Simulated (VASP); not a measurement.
Input of a VASP 6.6.1 run:

Contents of POSCAR:

```
HgTe
1.0
    0.0000000000      3.1929255244      3.1929255244
    3.1929255244      0.0000000000      3.1929255244
    3.1929255244      3.1929255244      0.0000000000
Hg Te
1 1
Direct
    0.0000000000      0.0000000000      0.0000000000
    0.7500000000      0.7500000000      0.7500000000
```

The input INCAR.step1:

```
PREC = Accurate
ENCUT = 520
EDIFF = 1E-5
ISMEAR = -1
SIGMA = 0.05
LREAL = F
LASPH = T
NELM = 60
ALGO = Normal
ISIF = 2
LWAVE = T
LCHARG = F
GGA = PE
NBANDS = 16
```

The input INCAR.step2:

```
PREC = Accurate
ENCUT = 520
EDIFF = 1E-6
ISMEAR = -1
SIGMA = 0.05
LREAL = F
LASPH = T
NELM = 60
ALGO = Normal
ISIF = 2
LWAVE = F
LCHARG = F
GGA = PE
LHFCALC = T
AEXX = 0.25
PRECFOCK = Normal
ISTART = 1
NBANDS = 16
```

The input KPOINTS:

```
regular mesh
0
Gamma
  4 4 4
```

Potentials or basis: VASP PAW PBE potentials, release 64 (Hg, Te).

Command:

```console
$ cat potpaw_PBE.64/Hg/POTCAR potpaw_PBE.64/Te/POTCAR > POTCAR
$ cp INCAR.step1 INCAR
$ mpirun -np 1 vasp_std > vasp.out
$ cp INCAR.step2 INCAR
$ mpirun -np 1 vasp_std > vasp.out
```

(1) Predict the pressure.

(2) Estimate the band gap on the k mesh.

Results:

(1) 4.2 GPa.

(2) 0.74 eV.

Caveat: the k points lie up to 0.43 Å⁻¹ apart; the PAW data sets were made with another functional, which shifts forces and pressure a little; spin-orbit coupling is left out, which moves the levels of the heavy elements.
